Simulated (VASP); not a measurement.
A run of VASP 6.6.1 is set up as follows.

Contents of INCAR:

```
PREC = Accurate ; ENCUT = 520
EDIFF = 1E-7 ; ISMEAR = 0
SIGMA = 0.02 ; LREAL = False
LASPH = True ; NELM = 60
ALGO = Normal ; ISIF = 2
LWAVE = False ; LCHARG = False
GGA = CA ; NBANDS = 11
```

The input KPOINTS:

```
Automatic mesh
0
Gamma
  12 12 12
```

Contents of POSCAR:

```
C
1.0
    0.0000000000      1.7657651611      1.7657651611
    1.7657651611      0.0000000000      1.7657651611
    1.7657651611      1.7657651611      0.0000000000
C
2
Direct
    0.5000000000      0.5000000000      0.5000000000
    0.7500000000      0.7500000000      0.7500000000
```

Potentials or basis: VASP PAW LDA potentials, release 64 (C).

Run with:

```console
$ cat potpaw_LDA.64/C/POTCAR > POTCAR
$ mpirun -np 1 vasp_std > vasp.out
```

Question: Predict the band gap on the k mesh.

Answer: 4.20 eV, indirect (least direct gap 5.63 eV).

Question: Estimate the pressure.

Answer: 1.7 GPa.

A k mesh can miss the band edges.
